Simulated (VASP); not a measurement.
Here is a VASP 6.6.1 calculation.

File INCAR:

```
PREC     = Accurate       # precision mode
ENCUT    = 520            # plane-wave cutoff, eV
EDIFF    = 1E-7           # SCF threshold, eV
ISMEAR   = -1             # smearing method
SIGMA    = 0.05           # smearing width, eV
LREAL    = Auto         
LASPH    = T              # aspherical terms in the spheres
NELM     = 80             # most SCF steps
ALGO     = Normal         # electronic algorithm
ISIF     = 2              # what is computed and relaxed
LWAVE    = F              # write WAVECAR
LCHARG   = F              # write CHGCAR
GGA      = PS             # functional
ISYM     = 0            
NBANDS   = 226            # bands
```

Contents of KPOINTS:

```
Automatic mesh
0
Gamma
  1 1 1
  0.25 0.25 0.25
```

Contents of POSCAR:

```
Be5Zn3Se8
1.0
   10.6449025430      0.0000000000      0.0000000000
    0.0000000000     10.6449025430      0.0000000000
    0.0000000000      0.0000000000     10.6449025430
Be Zn Se
20 12 32
Direct
    0.9991800000      0.9911560000      0.9970220000
    0.9967830000      0.9938480000      0.5020660000
    0.9950370000      0.5062220000      0.5055360000
    0.4997950000      0.9887090000      0.9987800000
    0.5014090000      0.9914200000      0.4997800000
    0.2493100000      0.7605590000      0.9993940000
    0.2474990000      0.7576190000      0.5001850000
    0.7548350000      0.2419110000      0.5048390000
    0.7501760000      0.7576090000      0.9975330000
    0.7528640000      0.7557420000      0.5028650000
    0.2487340000      0.9887400000      0.2498710000
    0.2469850000      0.9911700000      0.7492860000
    0.7497210000      0.9914150000      0.2515130000
    0.7520120000      0.9938210000      0.7468050000
    0.7555050000      0.5061930000      0.7450430000
    0.9940470000      0.2418300000      0.7440720000
    0.0000340000      0.7578990000      0.2521020000
    0.9969290000      0.7549540000      0.7469580000
    0.5006120000      0.7608330000      0.2506230000
    0.5020800000      0.7579170000      0.7500500000
    0.0000070000      0.5081790000      0.9947070000
    0.5037050000      0.5112640000      0.9992560000
    0.5072450000      0.5086890000      0.5031330000
    0.2475500000      0.2385640000      0.9976240000
    0.2449910000      0.2415950000      0.5022370000
    0.7521220000      0.2414810000      0.9949980000
    0.2493250000      0.5113060000      0.2536960000
    0.2446900000      0.5082430000      0.7501180000
    0.7531380000      0.5086930000      0.2571650000
    0.9995570000      0.2418910000      0.2564920000
    0.5031020000      0.2389860000      0.2531470000
    0.5064290000      0.2418340000      0.7495000000
    0.1224840000      0.1021510000      0.1269430000
    0.1151640000      0.1106800000      0.6319030000
    0.1244890000      0.6470530000      0.1233930000
    0.1158370000      0.6381240000      0.6178780000
    0.6259190000      0.1022850000      0.1218380000
    0.6339020000      0.1108920000      0.6172180000
    0.6279320000      0.6475100000      0.1289710000
    0.6358410000      0.6395950000      0.6339070000
    0.3749780000      0.3743250000      0.1249930000
    0.3753010000      0.3751580000      0.6255350000
    0.3752130000      0.8749050000      0.1252690000
    0.3751420000      0.8746440000      0.6251620000
    0.8754760000      0.3750770000      0.1252950000
    0.8749060000      0.3745590000      0.6249320000
    0.8751230000      0.8746470000      0.1251910000
    0.8753430000      0.8750550000      0.6253640000
    0.3717630000      0.1023110000      0.3759840000
    0.3769220000      0.1021610000      0.8725290000
    0.3789560000      0.6475170000      0.3779880000
    0.3733620000      0.6470860000      0.8745580000
    0.8672120000      0.1109020000      0.3839290000
    0.8818730000      0.1106670000      0.8651700000
    0.8838580000      0.6395770000      0.3858580000
    0.8678590000      0.6381300000      0.8658760000
    0.1156180000      0.3860750000      0.3857030000
    0.1139240000      0.3626850000      0.8639400000
    0.1235100000      0.8766200000      0.3770820000
    0.1231700000      0.8726410000      0.8732010000
    0.6357240000      0.3642870000      0.3857230000
    0.6356860000      0.3860390000      0.8656190000
    0.6270840000      0.8733330000      0.3771350000
    0.6270530000      0.8766220000      0.8735530000
```

Potentials or basis: VASP PAW PBE potentials, release 64 (Be, Zn, Se).

Run with:

```console
$ cat potpaw_PBE.64/Be/POTCAR potpaw_PBE.64/Zn/POTCAR potpaw_PBE.64/Se/POTCAR > POTCAR
$ mpirun -np 1 vasp_std > vasp.out
```

Question: Estimate the largest force.

Answer: 0.062 eV/Å.

Question: Predict the pressure.

Answer: 0.3 GPa.

Question: Predict the band gap on the k mesh.

Answer: 2.97 eV.

Stress tensor (GPa, compression positive):
```
0.14 0.03 0.00
0.03 0.55 0.03
0.00 0.03 0.14
```

Caveat: the PAW data sets were made with another functional, which shifts forces and pressure a little; a shifted mesh leaves out Γ, where band edges can lie. A k mesh can miss the band edges.
